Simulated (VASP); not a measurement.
Input of a VASP 6.6.1 run:

INCAR

```
PREC = Accurate
ENCUT = 600
EDIFF = 1E-7
ISMEAR = 0
SIGMA = 0.1
LREAL = False
LASPH = True
NELM = 150
ALGO = Normal
ISIF = 3
LWAVE = False
LCHARG = False
ISPIN = 2
MAGMOM = 0 1 1 1
LORBIT = 11
GGA = PE
IBRION = 2
NSW = 90
EDIFFG = -0.04
```

File KPOINTS:

```
regular mesh
0
Gamma
  6 6 6
```

POSCAR

```
CdF3
1.0
   -2.5264718100      2.5264718100      2.5264718100
    2.5264718100     -2.5264718100      2.5264718100
    2.5264718100      2.5264718100     -2.5264718100
Cd F
1 3
Direct
    0.0000000000      0.0000000000      0.0000000000
    0.0000000000      0.5000000000      0.5000000000
    0.5000000000      0.0000000000      0.5000000000
    0.5000000000      0.5000000000      0.0000000000
```

Potentials or basis: VASP PAW PBE potentials, release 64 (Cd, F).

The run is started by

```console
$ cat potpaw_PBE.64/Cd/POTCAR potpaw_PBE.64/F/POTCAR > POTCAR
$ mpirun -np 1 vasp_std > vasp.out
```

**Question.** Predict the site moments.

**Answer.** Cd -0.01; F +0.32 μB.

**Question.** What does it give for the band gap on the k mesh?

**Answer.** Zero (filled and empty bands overlap).

**Question.** Estimate the net moment.

**Answer.** 1.00 μB per cell.

**Question.** Estimate the space group after relaxing (to 0.05 Å).

**Answer.** Im-3m (No. 229).

Step by step:
| step | energy change (eV) | largest force (eV/Å) | pressure (GPa) | volume (Å³) |
| --- | --- | --- | --- | --- |
| 1 | 0.0000 | 0.0000 | -10.31 | 64.51 |
| 2 | -0.4621 | 0.0000 | -4.67 | 55.29 |
| 3 | -0.5180 | 0.0000 | -0.44 | 51.97 |

Caveat: the volume moved by over 15 % at a fixed basis, so the end points are rough.
